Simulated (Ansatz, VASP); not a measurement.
**One calculation of PbSe, two programs**

```
Pb Se
1.0
     2.15488   -6.13395    0.00000
     2.15488    6.13395    0.00000
     0.00000    0.00000    4.45049
Pb Se
2 2
Direct
  0.63176 0.36824 0.75000
  0.36824 0.63176 0.25000
  0.86129 0.13871 0.75000
  0.13871 0.86129 0.25000
```

Alike in both runs: task single point; functional PBE; dispersion D3(BJ); k mesh 8 × 8 × 6; occupations gaussian, width 0.05 eV; no spin polarisation.

|  | VASP | Ansatz |
| --- | --- | --- |
| version | VASP 6.6.1 | Ansatz 0.2.0 |
| potentials or method | VASP PAW PBE potentials, release 64 (Pb_d, Se), cutoff 520 eV | scalar-relativistic, plane waves, PAW |
| valence electrons in the cell | 40 | 60 |

|  | VASP | Ansatz | Ansatz less VASP |
| --- | --- | --- | --- |
| gap on the k mesh at the Fermi level (eV) | 1.08 | 1.09 | +0.003 |
| least direct gap on the mesh (eV) | 1.19 | 1.19 | -0.001 |
| pressure (GPa) | -0.9 | -0.9 | 0.00 |
| traceless stress, the component that is largest in VASP (GPa) | 0.19 | 0.16 | -0.025 |
| rms of the force components (eV/Å) | 0.068 | 0.064 | -0.0043 |

Atom by atom the forces differ by 0.004 eV/Å (rms over components). VASP's potentials hold 40 valence electrons a cell and Ansatz's 60, so a difference there can come from the potentials and not from the codes.

Neither program's run includes spin-orbit coupling.
